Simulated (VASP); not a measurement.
BiOs: single point with PBEsol

BiOs:

```
Bi Os
1.0
     2.23270   -2.21040    0.00000
     2.23270    2.21040    0.00000
    -0.16639    0.00000    5.72803
Bi Os
1 1
Direct
  0.00000 0.00000 0.50000
  0.00000 0.00000 0.00000
```

This cell differs from its parent crystal: Au replaced by Os, lengths x 1.017, strained.

* Program: VASP 6.6.1
* Task: single point
* Functional: PBEsol
* Potentials or basis: VASP PAW PBE potentials, release 64 (Bi_d, Os)
* Cutoff: 520 eV
* k mesh: 14 × 14 × 8
* Occupations: gaussian, width 0.1 eV
* Spin: no spin polarisation

The pressure is -16.6 GPa and the band gap on the k mesh is zero (an odd number of electrons rules out a gap without spin polarisation).

Stress tensor (GPa, compression positive):
```
-16.50   0.00   0.35
  0.00 -16.21   0.00
  0.35   0.00 -17.23
```

Levels at points of the mesh, in eV from the Fermi level:
| k point | band 9 | band 10 | band 11 | band 12 | band 13 | band 14 | band 15 | band 16 |
| --- | --- | --- | --- | --- | --- | --- | --- | --- |
| (0.00, 0.00, 0.00) | -2.31 | -0.43 | 0.07 | 0.08 | 0.88 | 4.42 | 4.46 | 9.11 |
| (0.50, 0.00, 0.00) | -1.98 | -1.03 | -0.22 | 0.07 | 0.26 | 2.11 | 3.29 | 6.71 |
| (0.50, 0.50, 0.00) | -2.35 | -1.45 | -1.42 | 0.47 | 1.17 | 1.78 | 4.16 | 5.11 |
| (0.00, 0.00, 0.50) | -2.32 | -0.13 | -0.12 | 0.88 | 4.07 | 4.76 | 5.06 | 5.13 |
| (0.50, 0.00, 0.50) | -2.22 | -0.88 | -0.22 | 0.12 | 0.69 | 2.47 | 7.23 | 7.38 |
| (0.50, 0.50, 0.50) | -2.74 | -2.33 | -0.21 | -0.16 | 1.78 | 3.62 | 3.84 | 3.86 |

It took 2.9 min on 1 thread of Intel(R) Xeon(R) Platinum 8488C (Sapphire Rapids) (shared host), peak memory 0.54 GiB.

Caveat: the cell differs from its parent crystal (Au replaced by Os, lengths x 1.017, strained); the cell stands under tension; the PAW data sets were made with another functional, which shifts forces and pressure a little; spin-orbit coupling is left out, which moves the levels of the heavy elements.
